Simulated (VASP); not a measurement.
# MnC2 (Cmcm) in VASP: single point with PBE

Aim: the single point of MnC2 with PBE.

Everything below comes from runs of VASP 6.6.1. Logs are shortened: lines on timing, memory, paths and dates and some standing lists are left out, and cuts for length are marked.

## Step 1: The cell of the first run

Symmetry: Cmcm, No. 63, orthorhombic system. Conventional cell: a = 3.006 Å, b = 5.207 Å, c = 11.714 Å, α = 90.00°, β = 90.00°, γ = 90.00°. Mn (site symmetry m2m) has 6 C at 1.90 Å within 2.5 Å. C (site symmetry m) has 1 C at 1.57 Å and 3 Mn at 1.90 Å within 2.1 Å.

## Step 2: Single point, PBE

The input, INCAR:

```
ALGO = Normal
EDIFF = 1E-6
ENCUT = 700
GGA = PE
GGA_COMPAT = F
ISIF = 2
ISMEAR = 0
LASPH = T
LCHARG = T
LELF = T
LREAL = F
LVHAR = T
LWAVE = F
NBANDS = 58
NELM = 120
PREC = Accurate
SIGMA = 0.2
```

The input, KPOINTS:

```
k-points
0
Gamma
  8 4 2
```

The input, POSCAR:

```
MnC2
1.0
    1.5030726914     -2.6035765544      0.0000000000
    4.5092180742      2.6035765544      0.0000000000
    0.0000000000      0.0000000000     11.7135202121
Mn C
4 8
Direct
    0.8752065552      0.0415978149      0.7500000000
    0.3752065552      0.5415978149      0.7500000000
    0.6247934448      0.4584021851      0.2500000000
    0.1247934448      0.9584021851      0.2500000000
    0.6247996474      0.1250667842      0.1830250766
    0.1247996474      0.6250667842      0.1830250766
    0.6247996474      0.1250667842      0.3169749234
    0.1247996474      0.6250667842      0.3169749234
    0.8752003526      0.3749332158      0.8169749234
    0.3752003526      0.8749332158      0.8169749234
    0.8752003526      0.3749332158      0.6830250766
    0.3752003526      0.8749332158      0.6830250766
```

Potentials or basis: VASP PAW PBE potentials, release 64 (Mn_sv, C).

On the command line:

```bash
> cat potpaw_PBE.64/Mn_sv/POTCAR potpaw_PBE.64/C/POTCAR > POTCAR
> mpirun -np 1 vasp_std > vasp.out
```

OUTCAR:

```text
EDIFF = 1E-6
   ENCUT = 700
   GGA = PE
   ISIF = 2
   ISMEAR = 0
   LASPH = T
   LREAL = F
   NELM = 120
   PREC = Accurate

 ion  position               nearest neighbor table
   1  0.875  0.042  0.750-  10 1.90  12 1.90   9 1.90  11 1.90  10 1.90  12 1.90
   2  0.375  0.542  0.750-   9 1.90  11 1.90  10 1.90  12 1.90  11 1.90   9 1.90
   3  0.625  0.458  0.250-   6 1.90   8 1.90   5 1.90   7 1.90   6 1.90   8 1.90
   4  0.125  0.958  0.250-   5 1.90   7 1.90   6 1.90   8 1.90   7 1.90   5 1.90
   5  0.625  0.125  0.183-   7 1.57   4 1.90   3 1.90   4 1.90
   6  0.125  0.625  0.183-   8 1.57   3 1.90   4 1.90   3 1.90
   7  0.625  0.125  0.317-   5 1.57   4 1.90   3 1.90   4 1.90
   8  0.125  0.625  0.317-   6 1.57   3 1.90   4 1.90   3 1.90
   9  0.875  0.375  0.817-  11 1.57   2 1.90   1 1.90   2 1.90
  10  0.375  0.875  0.817-  12 1.57   1 1.90   2 1.90   1 1.90
  11  0.875  0.375  0.683-   9 1.57   2 1.90   1 1.90   2 1.90
  12  0.375  0.875  0.683-  10 1.57   1 1.90   2 1.90   1 1.90

  LATTYP: Found a simple monoclinic cell.
 ALAT       =     3.0062997838
 B/A-ratio  =     3.8963247362
 C/A-ratio  =     1.7319915036
 COS(beta)  =    -0.0000593050

  Lattice vectors:

 A1 = (   1.5030726914,  -2.6035765544,   0.0000000000)
 A2 = (   0.0000000000,   0.0000000000, -11.7135202121)
 A3 = (   4.5092180742,   2.6035765544,   0.0000000000)

Analysis of symmetry for initial positions (statically):
=====================================================================
 Subroutine PRICEL returns following result:

  LATTYP: Found a base centered orthorhombic cell.
 ALAT       =     3.0061453828
 B/A-ratio  =     1.7321694215
 C/A-ratio  =     3.8965248584

  Lattice vectors:

 A1 = (   1.5030726914,  -2.6035765544,   0.0000000000)
 A2 = (   1.5030726914,   2.6035765544,   0.0000000000)
 A3 = (   0.0000000000,   0.0000000000,  11.7135202121)

   2 primitive cells build up your supercell.

 Routine SETGRP: Setting up the symmetry group for a
 simple monoclinic supercell.

 Subroutine GETGRP returns: Found  4 space group operations
 (whereof  2 operations were pure point group operations)
 out of a pool of  4 trial point group operations.

The static configuration has the point symmetry S_2 .
 The point group associated with its full space group is C_2h.

Analysis of symmetry for dynamics (positions and initial velocities):
=====================================================================
 Subroutine PRICEL returns following result:

[... 142 lines left out ...]
   EMIN   =  10.00;   EMAX   =-10.00  energy-range for DOS
   EFERMI =   0.00;   METHOD = LEGACY
   ISMEAR =     0;   SIGMA  =   0.20  broadening in eV -4-tet -1-fermi 0-gaus
   EFERMI_NEDOS =   21; number of points for ismear=-14 and -15
   IALGO  =     38    algorithm
   IMIX   =      4    mixing-type and parameters
     AMIX     =   0.40;   BMIX     =  1.00
     AMIX_MAG =   1.60;   BMIX_MAG =  1.00
  volume/ion in A,a.u.               =      15.28       103.11
  Fermi-wavevector in a.u.,A,eV,Ry     =   1.300883  2.458312 23.025087  1.692296
  Thomas-Fermi vector in A             =   2.432053
   LORBIT       =      0    0 simple, 1 ext, 2 COOP (PROOUT), +10 PAW based schemes
   GGA     = PE    functional components
   LHFCALC =     F    Hartree Fock is set to
   AEXX    =    0.0000 exact exchange contribution
   IVDW    =     0    specifies the selected vdW correction
   LEPSILON=     F    determine dielectric tensor
   LRPA    =     F    only Hartree local field effects (RPA)
 non-spin polarized calculation
 Gauss-broadening in eV      SIGMA  =   0.20
  energy-cutoff  :      700.00
  volume of cell :      183.36
 maximum number of plane-waves:      7772
 NGX is ok and might be reduce to    28
   NGX = 13   NGY = 23   NGZ = 51

 number of electron      91.9999984 magnetization

 Free energy of the ion-electron system (eV)
  ---------------------------------------------------
  ext. energy  EPLUGINS =         0.00000000
  ---------------------------------------------------
  free energy    TOTEN  =       -94.35080471 eV

  energy without entropy =      -94.19816615  energy(sigma->0) =      -94.27448543

 E-fermi :   2.1613     XC(G=0):  -8.7497

 val. band max:        2.1230240623   @ k =   0.1250   0.2500   0.0000
 cond. band min:       2.1937644871   @ k =   0.1250  -0.0000   0.0000
 fundamental gap:      0.0707404248
 Fermi energy:         2.1612976282

 k-point     1 :       0.0000    0.0000    0.0000
  band No.  band energies     occupation
      1     -77.4509      2.00000
      2     -77.4509      2.00000
      3     -77.4399      2.00000
      4     -77.4399      2.00000
      5     -46.4949      2.00000
      6     -46.4948      2.00000
[... 1453 lines left out ...]
     57       6.4655      0.00000
     58       6.4658      0.00000

 [... further k-points ...]

------------------------ aborting loop because EDIFF is reached ----------------------------------------

  FORCE on cell =-STRESS in cart. coord.  units (eV):
  Direction    XX          YY          ZZ          XY          YZ          ZX
  --------------------------------------------------------------------------------------
  -------------------------------------------------------------------------------------
  Total       -0.6764011     -0.8140634      0.5739685      0.1154950      0.0000000      0.0000000
  in kB       -5.9104031     -7.1132985      5.0153456      1.0091969      0.0000000      0.0000000
  external PRESSURE =      -2.6694520 kB  Pullay stress =       0.0000000 kB

 VOLUME and BASIS-vectors are now :
 -----------------------------------------------------------------------------
  energy-cutoff  :      700.00
  volume of cell :      183.36
      direct lattice vectors                 reciprocal lattice vectors
     1.503072691 -2.603576554  0.000000000     0.166325954 -0.288065276  0.000000000
     4.509218074  2.603576554  0.000000000     0.166325954  0.096021759  0.000000000
     0.000000000  0.000000000 11.713520212     0.000000000  0.000000000  0.085371432

 POSITION                                       TOTAL-FORCE (eV/Angst)
 -----------------------------------------------------------------------------------
      1.50307     -2.17036      8.78514         0.066014      0.038310      0.000000
      3.00615      0.43321      8.78514         0.066014      0.038310      0.000000
      3.00615     -0.43321      2.92838        -0.066014     -0.038310     -0.000000
      4.50922      2.17036      2.92838        -0.066014     -0.038310     -0.000000
      1.50307     -1.30109      2.14387         0.033036      0.019083     -0.147572
      3.00615      1.30248      2.14387         0.033036      0.019083     -0.147572
      1.50307     -1.30109      3.71289         0.033036      0.019083      0.147572
      3.00615      1.30248      3.71289         0.033036      0.019083      0.147572
      3.00615     -1.30248      9.56965        -0.033036     -0.019083      0.147572
      4.50922      1.30109      9.56965        -0.033036     -0.019083      0.147572
      3.00615     -1.30248      8.00063        -0.033036     -0.019083     -0.147572
      4.50922      1.30109      8.00063        -0.033036     -0.019083     -0.147572
 -----------------------------------------------------------------------------------
    total drift:                                0.000000     -0.000000      0.000000

  FREE ENERGIE OF THE ION-ELECTRON SYSTEM (eV)
  ---------------------------------------------------
  free  energy   TOTEN  =       -94.3508047088 eV

  energy  without entropy=      -94.1981661531  energy(sigma->0) =      -94.27448543
```

OSZICAR:

```text
N       E                     dE             d eps       ncg     rms          rms(c)
DAV:   1     0.178032050051E+04    0.17803E+04   -0.54835E+04  5836   0.453E+03
DAV:   2     0.169042860381E+03   -0.16113E+04   -0.15650E+04  4290   0.947E+02
DAV:   3    -0.872283052951E+02   -0.25627E+03   -0.24212E+03  5728   0.361E+02
[... 12 lines left out ...]
DAV:  16    -0.943508215452E+02   -0.71523E-05   -0.40047E-05  5702   0.468E-02    0.199E-01
DAV:  17    -0.943508109381E+02    0.10607E-04   -0.13717E-05  5412   0.279E-02    0.145E-01
DAV:  18    -0.943508074220E+02    0.35161E-05   -0.42826E-06  4458   0.159E-02    0.802E-02
DAV:  19    -0.943508053864E+02    0.20356E-05   -0.24698E-06  3872   0.104E-02    0.584E-02
DAV:  20    -0.943508047088E+02    0.67755E-06   -0.19744E-06  3372   0.955E-03
   1 F= -.94350805E+02 E0= -.94274485E+02  d E =-.152639E+00
```

Run time: 16 min. Hardware: 1 thread of Intel Xeon Platinum 8488C (Sapphire Rapids), shared host; peak memory 0.65 GiB.

Results:

```
Free energy            : -94.3508 eV
Pressure               : -0.3 GPa
Largest force          : 0.152 eV/Å
Band gap on the k mesh : zero (bands 46 and 47 overlap by 1.79 eV)
```

Forces on the atoms (eV/Å):
```
Mn   0.066  0.038  0.000
Mn   0.066  0.038  0.000
Mn  -0.066 -0.038  0.000
Mn  -0.066 -0.038  0.000
C    0.033  0.019 -0.148
C    0.033  0.019 -0.148
C    0.033  0.019  0.148
C    0.033  0.019  0.148
C   -0.033 -0.019  0.148
C   -0.033 -0.019  0.148
C   -0.033 -0.019 -0.148
C   -0.033 -0.019 -0.148
```

Levels at points of the mesh, in eV from the Fermi level:
```
           k point  band 42  band 43  band 44  band 45  band 46  band 47  band 48  band 49  band 50  band 51
(0.00, 0.00, 0.00)    -1.58    -1.44    -1.37    -0.20    -0.20     0.49     0.55     0.99     0.99     1.70
(0.50, 0.00, 0.00)    -0.79    -0.78    -0.78    -0.26    -0.26    -0.18    -0.18     0.17     0.17     0.18
(0.00, 0.50, 0.00)    -1.56    -1.50    -1.50     1.29     1.29     1.35     1.35     2.28     2.28     2.29
(0.50, 0.50, 0.00)    -1.41    -1.39    -1.36    -0.21    -0.20    -0.20    -0.20     0.49     0.51     0.54
(0.00, 0.00, 0.50)    -1.58    -1.40    -1.40    -0.20    -0.20     0.52     0.52     0.99     0.99     1.77
(0.50, 0.00, 0.50)    -0.78    -0.78    -0.78    -0.22    -0.22    -0.22    -0.22     0.17     0.17     0.17
(0.00, 0.50, 0.50)    -1.52    -1.52    -1.52     1.32     1.32     1.32     1.32     2.28     2.28     2.28
(0.50, 0.50, 0.50)    -1.40    -1.40    -1.40    -0.20    -0.20    -0.20    -0.20     0.52     0.52     0.52
```

Caveat: the run has no spin polarisation, though such a crystal can be magnetic.

The gap in the log of VASP goes by the Fermi energy; the results here count the filled bands.